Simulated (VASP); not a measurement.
Al2O3:

```xyz
5
Lattice="2.8843 0.0000 0.0000 -1.4422 2.4979 0.0000 0.0000 0.0000 9.3368" Properties=species:S:1:pos:R:3 pbc="T T T"
Al    0.0000    0.0000    1.4004
Al    0.0000    0.0000    7.9363
O     0.0000    1.6653    2.0757
O     1.4422    0.8326    0.0000
O     0.0000    1.6653    7.2610
```

| Item | Value |
| --- | --- |
| Program | VASP 6.6.1 |
| Task | relaxation of cell and atoms |
| Functional | PBEsol |
| Potentials or basis | VASP PAW PBE potentials, release 64 (Al, O) |
| Cutoff | 600 eV |
| k mesh | 6 × 6 × 2 |
| Occupations | gaussian, width 0.01 eV |
| Spin | no spin polarisation |

At the start: pressure -2.9 GPa; volume 13.45 Å³/atom.

Where does the relaxation end?

Over 5 steps the energy falls by 2.7 meV/atom and the volume is 13.19 Å³/atom (-2.0 %); space group P-6m2 (No. 187, to 0.05 Å).

The path:
```tsv
step	energy change (eV)	largest force (eV/Å)	pressure (GPa)	volume (Å³)
1	0.0000	0.1468	-2.92	67.27
2	-0.0011	0.3400	2.87	64.91
3	-0.0123	0.1652	-0.05	66.05
4	-0.0127	0.1609	-0.02	65.84
5	-0.0133	0.0154	-0.04	65.93
```

Final structure:
```
Al O
1.0
     2.86440    0.00000    0.00000
    -1.43220    2.48064    0.00000
     0.00000    0.00000    9.27880
Al O
2 3
Direct
  0.00000 0.00000 0.14932
  0.00000 0.00000 0.85068
  0.33333 0.66667 0.22215
  0.66667 0.33333 0.00000
  0.33333 0.66667 0.77785
```

Caveat: the PAW data sets were made with another functional, which shifts forces and pressure a little.
